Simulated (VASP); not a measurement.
**MgS: relaxation of the atoms with PBEsol**

MgS:

```
S Mg
1.0
     4.19601    0.00000    0.00000
    -2.09800    3.63385    0.00000
     0.00000    0.00000    6.43229
S Mg
2 2
Direct
  0.66667 0.33333 0.87924
  0.33333 0.66667 0.37924
  0.33333 0.66667 0.99575
  0.66667 0.33333 0.49575
```

```
Program                : VASP 6.6.1
Task                   : relaxation of the atoms
Functional             : PBEsol
Potentials or basis    : VASP PAW PBE potentials, release 64 (S, Mg)
Cutoff                 : 520 eV
k mesh                 : 6 × 6 × 4
Occupations            : fermi-dirac, width 0.05 eV
Spin                   : no spin polarisation
Dipole correction      : no
Further INCAR settings : ALGO = Normal; EDIFF = 1e-06; IBRION = 2; EDIFFG = -0.01; NSW = 60
```

| Property | Result |
| --- | --- |
| Energy gained by relaxing | 1.5 meV/atom |
| Ionic steps | 3 |
| Pressure after relaxing | -4.3 GPa |
| Largest force after relaxing | 0.009 eV/Å |
| Band gap on the k mesh | 2.80 eV |

Forces in eV/Å, atoms in the order of the input:
```
S    0.000  0.000  0.009
S    0.000  0.000  0.009
Mg   0.000  0.000 -0.009
Mg   0.000  0.000 -0.009
```

Stress tensor (GPa, compression positive):
```
-4.93  0.00  0.00
 0.00 -4.93  0.00
 0.00  0.00 -3.03
```

Step by step:
```csv
step,energy change (eV),largest force (eV/Å),pressure (GPa)
1,0.0000,0.1617,-4.18
2,-0.0039,0.0912,-4.23
3,-0.0060,0.0094,-4.29
```

Final structure:
```
CELL_PARAMETERS angstrom
4.19601 0.00000 0.00000
-2.09800 3.63385 0.00000
0.00000 0.00000 6.43229
ATOMIC_POSITIONS crystal
S 0.66667 0.33333 0.88203
S 0.33333 0.66667 0.38203
Mg 0.33333 0.66667 0.99297
Mg 0.66667 0.33333 0.49297
```

Levels at points of the mesh, in eV from the valence-band top:
```csv
k point,band 6,band 7,band 8,band 9,band 10,band 11
"(0.00, 0.00, 0.00)",-0.29,-0.29,0.00,2.80,4.02,6.97
"(0.50, 0.00, 0.00)",-1.35,-0.94,-0.54,4.33,4.92,5.46
"(0.00, 0.00, 0.50)",-0.53,-0.53,-0.53,4.27,4.27,7.12
"(0.50, 0.00, 0.50)",-0.98,-0.77,-0.77,4.35,4.35,6.02
```

It took 36 s on 1 thread of Intel(R) Xeon(R) Platinum 8488C (Sapphire Rapids), on a shared host, peak memory 0.22 GiB.

Caveat: the PAW data sets were made with another functional, which shifts forces and pressure a little.
